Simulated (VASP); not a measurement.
# AlRu (Pm-3m) in VASP: a series of runs

Runs on AlRu. Level: PBE. Tasks: single point, relaxation of cell and atoms.

All numbers are computed with VASP 6.6.1; they aren't measurements. Logs are shortened: lines on timing, memory, paths and dates and some standing lists are left out, and cuts for length are marked.

**1. The cell of the first run**

It takes space group Pm-3m (No. 221, cubic). Conventional cell: a = 3.005 Å, b = 3.005 Å, c = 3.005 Å, α = 90.00°, β = 90.00°, γ = 90.00°. Ru (site symmetry m-3m) has 8 Al at 2.60 Å and 6 Ru at 3.01 Å within 3.4 Å. Within 3.4 Å of Al (site symmetry m-3m) lie 8 Ru at 2.60 Å and 6 Al at 3.01 Å.

**2. Single point, PBE**

The input, INCAR:

```
SYSTEM = AlRu
PREC = Accurate
ENCUT = 520
EDIFF = 1E-6
ISMEAR = 0
SIGMA = 0.3
LREAL = .FALSE.
LASPH = .TRUE.
NELM = 80
ALGO = Fast
ISIF = 2
LWAVE = .FALSE.
LCHARG = .FALSE.
GGA = PE
NBANDS = 16
```

The input, KPOINTS:

```
Automatic mesh
0
G
  16 16 16
  0 0 0
```

The input, POSCAR:

```
AlRu
1.0
    3.0052768974      0.0000000000      0.0000000000
    0.0000000000      3.0052768974      0.0000000000
    0.0000000000      0.0000000000      3.0052768974
Ru Al
1 1
Direct
    0.0000000000      0.0000000000      0.0000000000
    0.5000000000      0.5000000000      0.5000000000
```

Potentials or basis: VASP PAW PBE potentials, release 64 (Ru_pv, Al).

The run is started by

```
cat potpaw_PBE.64/Ru_pv/POTCAR potpaw_PBE.64/Al/POTCAR > POTCAR
mpirun -np 1 vasp_std > vasp.out
```

OUTCAR:

```text
SYSTEM = AlRu
   PREC = Accurate
   ENCUT = 520
   EDIFF = 1E-6
   ISMEAR = 0
   LREAL = .FALSE.
   LASPH = .TRUE.
   NELM = 80
   ISIF = 2
   GGA = PE

 ion  position               nearest neighbor table
   1  0.000  0.000  0.000-   2 2.60   2 2.60   2 2.60   2 2.60   2 2.60   2 2.60   2 2.60   2 2.60

   2  0.500  0.500  0.500-   1 2.60   1 2.60   1 2.60   1 2.60   1 2.60   1 2.60   1 2.60   1 2.60

  LATTYP: Found a simple cubic cell.
 ALAT       =     3.0052768974

  Lattice vectors:

 A1 = (   3.0052768974,   0.0000000000,   0.0000000000)
 A2 = (   0.0000000000,   3.0052768974,   0.0000000000)
 A3 = (   0.0000000000,   0.0000000000,   3.0052768974)

Analysis of symmetry for initial positions (statically):
=====================================================================
 Subroutine PRICEL returns:
 Original cell was already a primitive cell.

 Routine SETGRP: Setting up the symmetry group for a
 simple cubic supercell.

 Subroutine GETGRP returns: Found 48 space group operations
 (whereof 48 operations were pure point group operations)
 out of a pool of 48 trial point group operations.

The static configuration has the point symmetry O_h .

Analysis of symmetry for dynamics (positions and initial velocities):
=====================================================================
 Subroutine PRICEL returns:
 Original cell was already a primitive cell.

 Routine SETGRP: Setting up the symmetry group for a
 simple cubic supercell.

 Subroutine GETGRP returns: Found 48 space group operations
 (whereof 48 operations were pure point group operations)
 out of a pool of 48 trial point group operations.

The dynamic configuration has the point symmetry O_h .

 Subroutine INISYM returns: Found 48 space group operations
 (whereof 48 operations are pure point group operations),
 and found     1 'primitive' translations

----------------------------------------------------------------------------------------

                                     Primitive cell

  volume of cell :      27.1427

  direct lattice vectors                    reciprocal lattice vectors
     3.005276897  0.000000000  0.000000000     0.332748041  0.000000000  0.000000000
     0.000000000  3.005276897  0.000000000     0.000000000  0.332748041  0.000000000
     0.000000000  0.000000000  3.005276897     0.000000000  0.000000000  0.332748041

  length of vectors
[... 77 lines left out ...]
   LNONCOLLINEAR =      F non collinear calculations
   LSORBIT =      F    spin-orbit coupling
   LASPH  =      T    aspherical Exc in radial PAW
   ENCUT  =  520.0 eV  38.22 Ry    6.18 a.u.   5.59  5.59  5.59*2*pi/ulx,y,z
   NELM   =     80;   NELMIN=  2; NELMDL= -5     # of ELM steps
   EDIFF  = 0.1E-05   stopping-criterion for ELM
   LREAL  =      F    real-space projection
   EDIFFG = 0.1E-04   stopping-criterion for IOM
   NSW    =      0    number of steps for IOM
   IBRION =     -1    ionic relax: 0-MD 1-quasi-New 2-CG
   NFREE  =      0    steps in history (QN), initial steepest desc. (CG)
   ISIF   =      2    stress and relaxation
   ISYM   =      2    0-nonsym 1-usesym 2-fastsym
   POTIM  = 0.5000    time-step for ionic-motion
   TEBEG  =    0.0;   TEEND  =   0.0 temperature during run
   PSTRESS=    0.0 pullay stress
   NELECT =      17.0000    total number of electrons
   NUPDOWN=      -1.0000    fix difference up-down
   EMIN   =  10.00;   EMAX   =-10.00  energy-range for DOS
   EFERMI =   0.00;   METHOD = LEGACY
   ISMEAR =     0;   SIGMA  =   0.30  broadening in eV -4-tet -1-fermi 0-gaus
   EFERMI_NEDOS =   21; number of points for ismear=-14 and -15
   IALGO  =     68    algorithm
   IMIX   =      4    mixing-type and parameters
     AMIX     =   0.40;   BMIX     =  1.00
     AMIX_MAG =   1.60;   BMIX_MAG =  1.00
  volume/ion in A,a.u.               =      13.57        91.58
  Fermi-wavevector in a.u.,A,eV,Ry     =   1.400683  2.646908 26.693460  1.961914
  Thomas-Fermi vector in A             =   2.523620
   LORBIT       =      0    0 simple, 1 ext, 2 COOP (PROOUT), +10 PAW based schemes
   GGA     = PE    functional components
   LHFCALC =     F    Hartree Fock is set to
   AEXX    =    0.0000 exact exchange contribution
   IVDW    =     0    specifies the selected vdW correction
   LEPSILON=     F    determine dielectric tensor
   LRPA    =     F    only Hartree local field effects (RPA)
 non-spin polarized calculation
 RMM-DIIS sequential band-by-band and
 Gauss-broadening in eV      SIGMA  =   0.30
  energy-cutoff  :      520.00
  volume of cell :       27.14
 maximum number of plane-waves:       743
 NGX is ok and might be reduce to    24
   NGX = 11   NGY = 11   NGZ = 11

 number of electron      16.9999996 magnetization

 Free energy of the ion-electron system (eV)
  ---------------------------------------------------
  ext. energy  EPLUGINS =         0.00000000
  ---------------------------------------------------
  free energy    TOTEN  =       -14.29516636 eV

  energy without entropy =      -14.22331303  energy(sigma->0) =      -14.25923969

 E-fermi :  10.5515     XC(G=0): -12.4960

 val. band max:       10.5479698848   @ k =   0.0625   0.0625   0.0625
 cond. band min:      10.5536714953   @ k =   0.5000   0.4375   0.1250
 fundamental gap:      0.0057016105
 Fermi energy:        10.5514998087

 k-point     1 :       0.0000    0.0000    0.0000
  band No.  band energies     occupation
      1     -31.2357      2.00000
      2     -31.2357      2.00000
      3     -31.2357      2.00000
      4       0.9302      2.00000
      5       7.0340      2.00000
      6       7.0340      2.00000
[... 433 lines left out ...]
      3     -31.2163      2.00000
      4       5.0068      2.00000
      5       5.0746      2.00000
      6       7.9798      2.00000
[... 8 lines left out ...]
     15      22.6585      0.00000
     16      22.7610      0.00000

 [... further k-points ...]
[... 5 lines left out ...]
  --------------------------------------------------------------------------------------
  -------------------------------------------------------------------------------------
  Total       -0.0058996     -0.0058996     -0.0058996      0.0000000      0.0000000      0.0000000
  in kB       -0.3482392     -0.3482392     -0.3482392      0.0000000      0.0000000      0.0000000
  external PRESSURE =      -0.3482392 kB  Pullay stress =       0.0000000 kB

 VOLUME and BASIS-vectors are now :
 -----------------------------------------------------------------------------
  energy-cutoff  :      520.00
  volume of cell :       27.14
      direct lattice vectors                 reciprocal lattice vectors
     3.005276897  0.000000000  0.000000000     0.332748041  0.000000000  0.000000000
     0.000000000  3.005276897  0.000000000     0.000000000  0.332748041  0.000000000
     0.000000000  0.000000000  3.005276897     0.000000000  0.000000000  0.332748041

 POSITION                                       TOTAL-FORCE (eV/Angst)
 -----------------------------------------------------------------------------------
      0.00000      0.00000      0.00000         0.000000      0.000000      0.000000
      1.50264      1.50264      1.50264         0.000000      0.000000      0.000000
 -----------------------------------------------------------------------------------
    total drift:                               -0.000000      0.000000      0.000000

  FREE ENERGIE OF THE ION-ELECTRON SYSTEM (eV)
  ---------------------------------------------------
  free  energy   TOTEN  =       -14.2951663552 eV

  energy  without entropy=      -14.2233130332  energy(sigma->0) =      -14.25923969
```

OSZICAR:

```text
N       E                     dE             d eps       ncg     rms          rms(c)
DAV:   1     0.114961174202E+03    0.11496E+03   -0.89405E+03  5296   0.993E+02
DAV:   2    -0.131712608513E+02   -0.12813E+03   -0.12252E+03  6056   0.289E+02
DAV:   3    -0.149520517228E+02   -0.17808E+01   -0.17755E+01  6616   0.359E+01
DAV:   4    -0.149619009582E+02   -0.98492E-02   -0.98475E-02  6480   0.291E+00
DAV:   5    -0.149620378319E+02   -0.13687E-03   -0.13679E-03  6936   0.335E-01    0.119E+01
RMM:   6    -0.143824866540E+02    0.57955E+00   -0.20169E+00  5401   0.111E+01    0.233E+00
RMM:   7    -0.143096798603E+02    0.72807E-01   -0.12946E-01  5438   0.290E+00    0.192E+00
RMM:   8    -0.142953367422E+02    0.14343E-01   -0.15247E-02  5779   0.909E-01    0.186E-01
RMM:   9    -0.142951711130E+02    0.16563E-03   -0.10711E-03  5963   0.270E-01    0.123E-01
RMM:  10    -0.142951670066E+02    0.41064E-05   -0.11489E-04  6211   0.977E-02    0.168E-02
RMM:  11    -0.142951672080E+02   -0.20141E-06   -0.23804E-05  6262   0.385E-02    0.193E-02
RMM:  12    -0.142951663552E+02    0.85280E-06   -0.69146E-06  5768   0.217E-02
   1 F= -.14295166E+02 E0= -.14259240E+02  d E =-.718533E-01
```

Run time: 2.3 min. Hardware: 1 thread of AMD EPYC 7R13, shared host; peak memory 0.16 GiB.

What came out:

* Free energy: -14.2952 eV
* Pressure: 0.0 GPa

**3. Single point, PBE**

The input, INCAR:

```
  ALGO = Fast
  EDIFF = 1E-6
  ENCUT = 520
  GGA = PE
  ISIF = 2
  ISMEAR = 0
  LASPH = T
  LCHARG = F
  LREAL = F
  LWAVE = F
  NBANDS = 16
  NELM = 60
  PREC = Accurate
  SIGMA = 0.3
```

The input, KPOINTS:

```
k-points
0
Gamma
  24 24 24
```

The input, POSCAR:

```
AlRu
1.0
    3.0051886196      0.0000000000      0.0000000000
    0.0000000000      3.0051886196      0.0000000000
    0.0000000000      0.0000000000      3.0051886196
Ru Al
1 1
Direct
    0.0000000000      0.0000000000      0.0000000000
    0.5000000000      0.5000000000      0.5000000000
```

Potentials or basis: VASP PAW PBE potentials, release 64 (Ru_pv, Al).

The run is started by

```
cat potpaw_PBE.64/Ru_pv/POTCAR potpaw_PBE.64/Al/POTCAR > POTCAR
mpirun -np 1 vasp_std > vasp.out
```

OUTCAR:

```text
EDIFF = 1E-6
   ENCUT = 520
   GGA = PE
   ISIF = 2
   ISMEAR = 0
   LASPH = T
   LREAL = F
   NELM = 60
   PREC = Accurate

 ion  position               nearest neighbor table
   1  0.000  0.000  0.000-   2 2.60   2 2.60   2 2.60   2 2.60   2 2.60   2 2.60   2 2.60   2 2.60

   2  0.500  0.500  0.500-   1 2.60   1 2.60   1 2.60   1 2.60   1 2.60   1 2.60   1 2.60   1 2.60

  LATTYP: Found a simple cubic cell.
 ALAT       =     3.0051886196

  Lattice vectors:

 A1 = (   3.0051886196,   0.0000000000,   0.0000000000)
 A2 = (   0.0000000000,   3.0051886196,   0.0000000000)
[... 627 lines left out ...]
      4       4.3837      2.00000
      5       5.4598      2.00000
      6       7.8218      2.00000
[... 8 lines left out ...]
     15      23.3313      0.00000
     16      24.1020      0.00000

 [... further k-points ...]
[... 5 lines left out ...]
  --------------------------------------------------------------------------------------
  -------------------------------------------------------------------------------------
  Total       -0.0061277     -0.0061277     -0.0061277      0.0000000      0.0000000     -0.0000000
  in kB       -0.3617366     -0.3617366     -0.3617366      0.0000000      0.0000000     -0.0000000
  external PRESSURE =      -0.3617366 kB  Pullay stress =       0.0000000 kB

 VOLUME and BASIS-vectors are now :
 -----------------------------------------------------------------------------
  energy-cutoff  :      520.00
  volume of cell :       27.14
      direct lattice vectors                 reciprocal lattice vectors
     3.005188620  0.000000000  0.000000000     0.332757815  0.000000000  0.000000000
     0.000000000  3.005188620  0.000000000     0.000000000  0.332757815  0.000000000
     0.000000000  0.000000000  3.005188620     0.000000000  0.000000000  0.332757815

 POSITION                                       TOTAL-FORCE (eV/Angst)
 -----------------------------------------------------------------------------------
      0.00000      0.00000      0.00000         0.000000      0.000000      0.000000
      1.50259      1.50259      1.50259         0.000000      0.000000      0.000000
 -----------------------------------------------------------------------------------
    total drift:                                0.000000      0.000000      0.000000

  FREE ENERGIE OF THE ION-ELECTRON SYSTEM (eV)
  ---------------------------------------------------
  free  energy   TOTEN  =       -14.2954746480 eV

  energy  without entropy=      -14.2246409154  energy(sigma->0) =      -14.26005778
```

OSZICAR:

```text
N       E                     dE             d eps       ncg     rms          rms(c)
DAV:   1     0.116849877440E+03    0.11685E+03   -0.89725E+03 14584   0.995E+02
DAV:   2    -0.131355222132E+02   -0.12999E+03   -0.12413E+03 16872   0.291E+02
DAV:   3    -0.149528991301E+02   -0.18174E+01   -0.18110E+01 18184   0.363E+01
DAV:   4    -0.149628923066E+02   -0.99932E-02   -0.99924E-02 18248   0.294E+00
DAV:   5    -0.149630298595E+02   -0.13755E-03   -0.13755E-03 18680   0.338E-01    0.119E+01
RMM:   6    -0.143827420612E+02    0.58029E+00   -0.20214E+00 14864   0.111E+01    0.232E+00
RMM:   7    -0.143100285212E+02    0.72714E-01   -0.12955E-01 15038   0.290E+00    0.191E+00
RMM:   8    -0.142956474519E+02    0.14381E-01   -0.15273E-02 15952   0.909E-01    0.186E-01
RMM:   9    -0.142954799877E+02    0.16746E-03   -0.10713E-03 16498   0.270E-01    0.123E-01
RMM:  10    -0.142954753673E+02    0.46204E-05   -0.11140E-04 17222   0.976E-02    0.168E-02
RMM:  11    -0.142954755118E+02   -0.14445E-06   -0.23521E-05 17329   0.386E-02    0.193E-02
RMM:  12    -0.142954746480E+02    0.86374E-06   -0.68702E-06 16143   0.217E-02
   1 F= -.14295475E+02 E0= -.14260058E+02  d E =-.708337E-01
```

stdout:

```text
POSCAR found type information on POSCAR RuAl
 POSCAR found :  2 types and       2 ions
 scaLAPACK will be used
 LDA part: xc-table for (Slater+PW92), standard interpolation
 POSCAR, INCAR and KPOINTS ok, starting setup
 FFT: planning ... GRIDC
 FFT: planning ... GRID_SOFT
 FFT: planning ... GRID
 WAVECAR not read
 entering main loop
WARNING in EDDRMM: call to ZHEGV failed, returncode =   6  3     16
```

Wall time 5.9 min (1 thread of AMD EPYC 7R13, shared host); peak memory 0.26 GiB.

What came out:

| Item | Value |
| --- | --- |
| Free energy | -14.2955 eV |
| Pressure | 0.0 GPa |

**4. Relaxation of cell and atoms, PBE**

This run uses another cell than the first one, of 13.37 Å³/atom, 0.985 times its volume.

The input, INCAR:

```
PREC = Accurate ; ENCUT = 600
EDIFF = 1E-6 ; ISMEAR = 0
SIGMA = 0.3 ; LREAL = F
LASPH = T ; NELM = 80
ALGO = Normal ; ISIF = 3
LWAVE = F ; LCHARG = F
GGA = PE ; IBRION = 2
NSW = 80 ; EDIFFG = -0.005
```

The input, KPOINTS:

```
regular mesh
0
Gamma
  16 16 16
```

The input, POSCAR:

```
AlRu
1.0
    2.9900000000      0.0000000000      0.0000000000
    0.0000000000      2.9900000000      0.0000000000
    0.0000000000      0.0000000000      2.9900000000
Ru Al
1 1
Direct
    0.0000000000      0.0000000000      0.0000000000
    0.5000000000      0.5000000000      0.5000000000
```

The run is started by

```
cat potpaw_PBE.64/Ru_pv/POTCAR potpaw_PBE.64/Al/POTCAR > POTCAR
mpirun -np 1 vasp_std > vasp.out
```

Run time: 3.5 min. Hardware: 1 thread of AMD EPYC 7R13, shared host; peak memory 0.17 GiB.

Results (log left out):

- Free energy: -14.2949 eV
- Relaxed volume: 13.57 Å³/atom
- Relaxed cell: a = 3.005 Å, b = 3.005 Å, c = 3.005 Å, α = 90.00°, β = 90.00°, γ = 90.00°
- Space group after relaxing (to 0.05 Å): Pm-3m (No. 221)
- Energy gained by relaxing: 1.9 meV/atom
- Ionic steps: 3
- Pressure after relaxing: 0.0 GPa

The path:
| step | energy change (eV) | largest force (eV/Å) | pressure (GPa) | volume (Å³) |
| --- | --- | --- | --- | --- |
| 1 | 0.0000 | 0.0000 | 3.13 | 26.73 |
| 2 | 0.0049 | 0.0000 | -4.38 | 27.75 |
| 3 | -0.0038 | 0.0000 | -0.02 | 27.13 |

Final structure:
```yaml
crystal:
  lattice:
    - [3.00492, 0.00000, 0.00000]
    - [0.00000, 3.00492, 0.00000]
    - [0.00000, 0.00000, 3.00492]
  atoms:
    - { symbol: Ru, position: [0.00000, 0.00000, 0.00000] }
    - { symbol: Al, position: [0.50000, 0.50000, 0.50000] }
```

Levels at points of the mesh, in eV from the Fermi level:
```
           k point  band 7  band 8  band 9  band 10  band 11  band 12
(0.00, 0.00, 0.00)    0.15    0.15    0.15     5.99     5.99     5.99
(0.50, 0.00, 0.00)   -1.60   -1.60    0.40     2.22     7.43    10.94
(0.50, 0.50, 0.00)   -1.38   -1.17   -1.17     1.48     5.20     6.07
(0.50, 0.50, 0.50)    1.57    1.57    2.47     4.08     4.08     4.08
```

(Continued in part 2 of 2.)
